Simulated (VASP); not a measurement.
# Hg (Fd-3m) in VASP: a series of runs

Hg is run at these levels: PBE; tasks: single point.

Program: VASP 6.6.1. These are calculated values, not measurements. Logs are shortened: lines on timing, memory, paths and dates and some standing lists are left out, and cuts for length are marked.

**1. The cell of the first run**

It takes space group Fd-3m (No. 227, cubic). Conventional cell: a = 7.001 Å, b = 7.001 Å, c = 7.001 Å, α = 90.00°, β = 90.00°, γ = 90.00°. Within 4.0 Å of Hg (site symmetry -43m) lie 4 Hg at 3.03 Å.

**2. Single point, PBE (42.90 Å³/atom)**

Input file INCAR:

```
SYSTEM = Hg
PREC = Accurate ; ENCUT = 520
EDIFF = 1E-7 ; ISMEAR = -1
SIGMA = 0.05 ; LREAL = .False.
LASPH = .True. ; NELM = 80
ALGO = Normal ; ISIF = 2
LWAVE = .False. ; LCHARG = .True.
GGA = PE ; LELF = .True.
LVHAR = .True. ; NBANDS = 19
```

Input file KPOINTS:

```
Automatic mesh
0
Gamma
  11 11 11
  0 0 0
```

Input file POSCAR:

```
Hg
1.0
    0.0000000000      3.5007374005      3.5007374005
    3.5007374005      0.0000000000      3.5007374005
    3.5007374005      3.5007374005      0.0000000000
Hg
2
Direct
   -0.1250000000     -0.1250000000     -0.1250000000
    0.1250000000      0.1250000000      0.1250000000
```

Potentials or basis: VASP PAW PBE potentials, release 64 (Hg).

Launch:

```
> cat potpaw_PBE.64/Hg/POTCAR > POTCAR
> mpirun -np 1 vasp_std > vasp.out
```

OUTCAR:

```text
SYSTEM = Hg
   PREC = Accurate
   ENCUT = 520
   EDIFF = 1E-7
   ISMEAR = -1
   LREAL = .False.
   LASPH = .True.
   NELM = 80
   ISIF = 2
   GGA = PE

 ion  position               nearest neighbor table
   1  0.875  0.875  0.875-   2 3.03   2 3.03   2 3.03   2 3.03
   2  0.125  0.125  0.125-   1 3.03   1 3.03   1 3.03   1 3.03

  LATTYP: Found a face centered cubic cell.
 ALAT       =     7.0014748010

  Lattice vectors:

 A1 = (   0.0000000000,   3.5007374005,   3.5007374005)
 A2 = (   3.5007374005,   0.0000000000,   3.5007374005)
 A3 = (   3.5007374005,   3.5007374005,   0.0000000000)

Analysis of symmetry for initial positions (statically):
=====================================================================
 Subroutine PRICEL returns:
 Original cell was already a primitive cell.

 Routine SETGRP: Setting up the symmetry group for a
 face centered cubic supercell.

 Subroutine GETGRP returns: Found 48 space group operations
 (whereof 12 operations were pure point group operations)
 out of a pool of 48 trial point group operations.

The static configuration has the point symmetry D_3d.
 The point group associated with its full space group is O_h .

Analysis of symmetry for dynamics (positions and initial velocities):
=====================================================================
 Subroutine PRICEL returns:
 Original cell was already a primitive cell.

 Routine SETGRP: Setting up the symmetry group for a
 face centered cubic supercell.

 Subroutine GETGRP returns: Found 48 space group operations
 (whereof 12 operations were pure point group operations)
 out of a pool of 48 trial point group operations.

The dynamic configuration has the point symmetry D_3d.
 The point group associated with its full space group is O_h .

 Subroutine INISYM returns: Found 48 space group operations
 (whereof 12 operations are pure point group operations),
 and found     1 'primitive' translations

----------------------------------------------------------------------------------------

                                     Primitive cell

  volume of cell :      85.8042

  direct lattice vectors                    reciprocal lattice vectors
     0.000000000  3.500737400  3.500737400    -0.142827051  0.142827051  0.142827051
     3.500737400  0.000000000  3.500737400     0.142827051 -0.142827051  0.142827051
[... 81 lines left out ...]
   LSORBIT =      F    spin-orbit coupling
   LASPH  =      T    aspherical Exc in radial PAW
   ENCUT  =  520.0 eV  38.22 Ry    6.18 a.u.   9.21  9.21  9.21*2*pi/ulx,y,z
   NELM   =     80;   NELMIN=  2; NELMDL= -5     # of ELM steps
   EDIFF  = 0.1E-06   stopping-criterion for ELM
   LREAL  =      F    real-space projection
   EDIFFG = 0.1E-05   stopping-criterion for IOM
   NSW    =      0    number of steps for IOM
   IBRION =     -1    ionic relax: 0-MD 1-quasi-New 2-CG
   NFREE  =      0    steps in history (QN), initial steepest desc. (CG)
   ISIF   =      2    stress and relaxation
   ISYM   =      2    0-nonsym 1-usesym 2-fastsym
   POTIM  = 0.5000    time-step for ionic-motion
   TEBEG  =    0.0;   TEEND  =   0.0 temperature during run
   PSTRESS=    0.0 pullay stress
   NELECT =      24.0000    total number of electrons
   NUPDOWN=      -1.0000    fix difference up-down
   EMIN   =  10.00;   EMAX   =-10.00  energy-range for DOS
   EFERMI =   0.00;   METHOD = LEGACY
   ISMEAR =    -1;   SIGMA  =   0.05  broadening in eV -4-tet -1-fermi 0-gaus
   EFERMI_NEDOS =   21; number of points for ismear=-14 and -15
   IALGO  =     38    algorithm
   IMIX   =      4    mixing-type and parameters
     AMIX     =   0.40;   BMIX     =  1.00
     AMIX_MAG =   1.60;   BMIX_MAG =  1.00
  volume/ion in A,a.u.               =      42.90       289.52
  Fermi-wavevector in a.u.,A,eV,Ry     =   1.070637  2.023211 15.595872  1.146264
  Thomas-Fermi vector in A             =   2.206353
   LORBIT       =      0    0 simple, 1 ext, 2 COOP (PROOUT), +10 PAW based schemes
   GGA     = PE    functional components
   LHFCALC =     F    Hartree Fock is set to
   AEXX    =    0.0000 exact exchange contribution
   IVDW    =     0    specifies the selected vdW correction
   LEPSILON=     F    determine dielectric tensor
   LRPA    =     F    only Hartree local field effects (RPA)
 non-spin polarized calculation
  energy-cutoff  :      520.00
  volume of cell :       85.80
 maximum number of plane-waves:      2325
 NGX is ok and might be reduce to    40
   NGX = 19   NGY = 19   NGZ = 19

 number of electron      24.0000002 magnetization

 Free energy of the ion-electron system (eV)
  ---------------------------------------------------
  ext. energy  EPLUGINS =         0.00000000
  ---------------------------------------------------
  free energy    TOTEN  =        -0.17165097 eV

  energy without entropy =       -0.16375001  energy(sigma->0) =       -0.16770049

 E-fermi :   0.2499     XC(G=0):  -7.5124

 val. band max:        0.2069405795   @ k =  -0.2727   0.3636   0.0909
 cond. band min:       0.2567375503   @ k =  -0.3636   0.2727   0.0000
 fundamental gap:      0.0497969708
 Fermi energy:         0.2498701079

 k-point     1 :       0.0000    0.0000    0.0000
  band No.  band energies     occupation
      1      -7.2183      2.00000
      2      -7.2183      2.00000
      3      -7.2183      2.00000
      4      -7.1643      2.00000
      5      -7.1643      2.00000
      6      -6.7744      2.00000
[... 505 lines left out ...]
      6      -6.8269      2.00000
[... 11 lines left out ...]
     18       6.9066      0.00000
     19       8.8275      0.00000

 [... further k-points ...]

------------------------ aborting loop because EDIFF is reached ----------------------------------------

  FORCE on cell =-STRESS in cart. coord.  units (eV):
  Direction    XX          YY          ZZ          XY          YZ          ZX
  --------------------------------------------------------------------------------------
  -------------------------------------------------------------------------------------
  Total        0.2945288      0.2945288      0.2945288     -0.0000000      0.0000000      0.0000000
  in kB        5.4995836      5.4995836      5.4995836     -0.0000000      0.0000000      0.0000000
  external PRESSURE =       5.4995836 kB  Pullay stress =       0.0000000 kB

 VOLUME and BASIS-vectors are now :
 -----------------------------------------------------------------------------
  energy-cutoff  :      520.00
  volume of cell :       85.80
      direct lattice vectors                 reciprocal lattice vectors
     0.000000000  3.500737400  3.500737400    -0.142827051  0.142827051  0.142827051
     3.500737400  0.000000000  3.500737400     0.142827051 -0.142827051  0.142827051
     3.500737400  3.500737400  0.000000000     0.142827051  0.142827051 -0.142827051

 POSITION                                       TOTAL-FORCE (eV/Angst)
 -----------------------------------------------------------------------------------
      6.12629      6.12629      6.12629         0.000000      0.000000     -0.000000
      0.87518      0.87518      0.87518        -0.000000     -0.000000      0.000000
 -----------------------------------------------------------------------------------
    total drift:                                0.000000      0.000000     -0.000000

  FREE ENERGIE OF THE ION-ELECTRON SYSTEM (eV)
  ---------------------------------------------------
  free  energy   TOTEN  =        -0.1716509725 eV

  energy  without entropy=       -0.1637500119  energy(sigma->0) =       -0.16770049
```

OSZICAR:

```text
N       E                     dE             d eps       ncg     rms          rms(c)
DAV:   1     0.160011443213E+03    0.16001E+03   -0.11179E+04  2128   0.111E+03
DAV:   2     0.446420894778E+01   -0.15555E+03   -0.14826E+03  2226   0.281E+02
DAV:   3    -0.186169418652E+00   -0.46504E+01   -0.46307E+01  2435   0.524E+01
DAV:   4    -0.199796847287E+00   -0.13627E-01   -0.13626E-01  2284   0.294E+00
DAV:   5    -0.199852571575E+00   -0.55724E-04   -0.55724E-04  2363   0.163E-01    0.258E+00
DAV:   6    -0.173055232800E+00    0.26797E-01   -0.75520E-02  2336   0.256E+00    0.205E+00
DAV:   7    -0.171483505109E+00    0.15717E-02   -0.11387E-02  2263   0.806E-01    0.955E-01
DAV:   8    -0.171602857709E+00   -0.11935E-03   -0.12186E-03  2206   0.368E-01    0.377E-02
DAV:   9    -0.171628793802E+00   -0.25936E-04   -0.28789E-05  2290   0.464E-02    0.133E-02
DAV:  10    -0.171650470109E+00   -0.21676E-04   -0.22001E-05  2184   0.343E-02    0.264E-03
DAV:  11    -0.171650882733E+00   -0.41262E-06   -0.63071E-07  2107   0.376E-03    0.277E-03
DAV:  12    -0.171650972467E+00   -0.89733E-07   -0.13260E-07  1801   0.205E-03
   1 F= -.17165097E+00 E0= -.16770049E+00  d E =-.790096E-02
```

stdout:

```text
POSCAR found type information on POSCAR Hg
 POSCAR found :  1 types and       2 ions
 scaLAPACK will be used
 LDA part: xc-table for (Slater+PW92), standard interpolation
 POSCAR, INCAR and KPOINTS ok, starting setup
 FFT: planning ... GRIDC
 FFT: planning ... GRID_SOFT
 FFT: planning ... GRID
 WAVECAR not read
 entering main loop
```

Run time: 51 s. Hardware: 1 thread of AMD EPYC 9R45 (Zen 5), shared host; peak memory 0.24 GiB.

Results:

| Property | Result |
| --- | --- |
| Free energy | -0.1717 eV |
| Pressure | 0.5 GPa |
| Band gap on the k mesh | zero (bands 12 and 13 overlap by 1.60 eV) |

Caveat: spin-orbit coupling is left out, which moves the levels of the heavy elements.

**3. Single point, PBE (42.90 Å³/atom)**

Input file INCAR:

```
ALGO = Normal
EDIFF = 1E-7
ENCUT = 520
GGA = PE
ISIF = 2
ISMEAR = -1
LASPH = T
LCHARG = F
LREAL = F
LWAVE = F
NBANDS = 19
NELM = 80
PREC = Accurate
SIGMA = 0.05
```

Input file KPOINTS:

```
k-points
0
Gamma
  11 11 11
```

POSCAR is that of step 2.

Potentials or basis: VASP PAW PBE potentials, release 64 (Hg).

Launch:

```
> cat potpaw_PBE.64/Hg/POTCAR > POTCAR
> mpirun -np 1 vasp_std > vasp.out
```

It took 47 s on 1 thread of AMD EPYC 9R45 (Zen 5), shared host; peak memory 0.24 GiB.

It converged, with:

```
Free energy            : -0.1717 eV
Pressure               : 0.5 GPa
Band gap on the k mesh : zero (bands 12 and 13 overlap by 1.60 eV)
```

Levels at points of the mesh, in eV from the Fermi level:
```
           k point  band 8  band 9  band 10  band 11  band 12  band 13  band 14  band 15  band 16  band 17
(0.00, 0.00, 0.00)   -6.64   -6.64    -6.43    -6.43     1.53     4.08     4.08     4.08     5.43     5.43
```

Caveat: spin-orbit coupling is left out, which moves the levels of the heavy elements.

[end of part 1 of 2]
